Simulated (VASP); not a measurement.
Runs of VASP 6.6.1 on Co. The structure is that of space group P6_3/mmc (No. 194), or close to it. The cells are those of the table. 

| task | level | spin | cell | k mesh for the DOS | occupations for the DOS | gap on the mesh (eV) | pressure (GPa) | moment (μB) |
| --- | --- | --- | --- | --- | --- | --- | --- | --- |
| single point | PBEsol | collinear, ferromagnetic start | a = 2.519, b = 2.519, c = 4.091 Å, angles 90.0, 90.0, 120.0°, 2 atoms | - | - | none | (a) | 3.27 |
| single point | PBE | collinear, ferromagnetic start | a = 2.519, b = 2.519, c = 4.091 Å, angles 90.0, 90.0, 120.0°, 2 atoms | 29 × 29 × 15 | tetrahedron | - | - | 3.27 |
| electric field gradients | PBE | collinear, ferromagnetic start | a = 2.519, b = 2.519, c = 3.968 Å, angles 90.0, 90.0, 120.0°, 2 atoms | - | - | none | (b) | 3.22 |
| electric field gradients | PBE | collinear, ferromagnetic start | a = 2.443, b = 2.443, c = 4.091 Å, angles 90.0, 90.0, 120.0°, 2 atoms | - | - | none | 5.4 | 3.17 |
| electric field gradients | PBEsol | collinear, ferromagnetic start | a = 2.519, b = 2.519, c = 4.091 Å, angles 90.0, 90.0, 120.0°, 2 atoms | - | - | none | (d) | 3.27 |
| single point | PBE | collinear, ferromagnetic start | a = 2.544, b = 2.544, c = 4.132 Å, angles 90.0, 90.0, 120.0°, 2 atoms | - | - | none | (c) | 3.31 |
| electric field gradients | PBE | collinear, ferromagnetic start | a = 2.527, b = 2.527, c = 4.105 Å, angles 90.0, 90.0, 120.0°, 2 atoms | - | - | none | -8.9 | 3.29 |
| single point | PBE | collinear, ferromagnetic start | a = 2.519, b = 2.519, c = 4.091 Å, angles 90.0, 90.0, 120.0°, 2 atoms | - | - | none | -7.3 | 3.27 |
| single point | PBE | collinear, ferromagnetic start | a = 2.468, b = 2.468, c = 4.008 Å, angles 90.0, 90.0, 120.0°, 2 atoms | - | - | none | 5.2 | 3.17 |
| single point | PBE | off | a = 2.519, b = 2.519, c = 4.091 Å, angles 90.0, 90.0, 120.0°, 2 atoms | - | - | none | -17.7 | - |
| electric field gradients | PBE | collinear, ferromagnetic start | a = 2.536, b = 2.536, c = 4.118 Å, angles 90.0, 90.0, 120.0°, 2 atoms | - | - | none | -10.5 | 3.30 |
| single point | PBE | collinear, antiferromagnetic start | a = 2.519, b = 2.519, c = 4.091 Å, angles 90.0, 90.0, 120.0°, 2 atoms | - | - | none | -11.8 | 0.00 |

Alike in all rows: potentials or basis VASP PAW PBE potentials, release 64 (Co); k mesh 19 × 19 × 10; cutoff (eV) 520; smearing fermi-dirac 0.05 eV.

Question: Estimate the missing entries.

Answer: (a) -16.7; (b) -1.3; (c) -12.1; (d) -16.6.

Caveats: the cell stands under tension (at least some runs); the PAW data sets were made with another functional, which shifts forces and pressure a little (at least some runs); the cell stands under pressure (at least some runs); tetrahedron occupations give inexact forces and stress in metals (at least some runs).

A gap of «none» marks levels without a gap at the run's occupations.
